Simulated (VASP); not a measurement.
BiW: single point with PBE

BiW:

```
W Bi
1.0
     5.39211    0.00000    0.00000
     0.00000    6.52123    0.00000
     0.03265    0.00000    5.66854
W Bi
2 2
Direct
  0.00000 0.18200 0.25000
  0.00000 0.81800 0.75000
  0.50000 0.68000 0.25000
  0.50000 0.32000 0.75000
```

```json
{
 "Program": "VASP 6.6.1",
 "Task": "single point",
 "Functional": "PBE",
 "Potentials or basis": "VASP PAW PBE potentials, release 64 (W_sv, Bi_d)",
 "Cutoff": "520 eV",
 "k mesh": "4 × 3 × 3",
 "Occupations": "fermi-dirac, width 0.1 eV",
 "Spin": "no spin polarisation",
 "Dipole correction": "no",
 "Further INCAR settings": "ALGO = Normal; EDIFF = 1e-06; NBANDS = 37"
}
```

```json
{"Pressure": "-13.7 GPa", "Largest force": "1.726 eV/Å", "Band gap on the k mesh": "zero (bands 29 and 30 overlap by 0.19 eV)"}
```

Forces in eV/Å, atoms in the order of the input:
```
W    0.000 -1.726  0.000
W    0.000  1.726  0.000
Bi   0.000 -0.117  0.000
Bi   0.000  0.117  0.000
```

Stress tensor (GPa, compression positive):
```
-11.07   0.00   0.06
  0.00 -14.00   0.00
  0.06   0.00 -16.01
```

Levels at points of the mesh, in eV from the Fermi level:
| k point | band 27 | band 28 | band 29 | band 30 | band 31 | band 32 |
| --- | --- | --- | --- | --- | --- | --- |
| (0.00, 0.00, 0.00) | -0.53 | -0.30 | -0.29 | -0.14 | 0.02 | 0.29 |
| (0.50, 0.00, 0.00) | -0.20 | -0.12 | -0.01 | 0.25 | 0.60 | 0.67 |

Run time: 72 s on 1 thread of Intel(R) Xeon(R) Platinum 8488C (Sapphire Rapids), on a shared host, peak memory 0.31 GiB.

Caveat: the k points lie up to 0.37 Å⁻¹ apart; spin-orbit coupling is left out, which moves the levels of the heavy elements; forces of over 1 eV/Å act on the atoms, so gaps and moduli don't describe the material at rest.
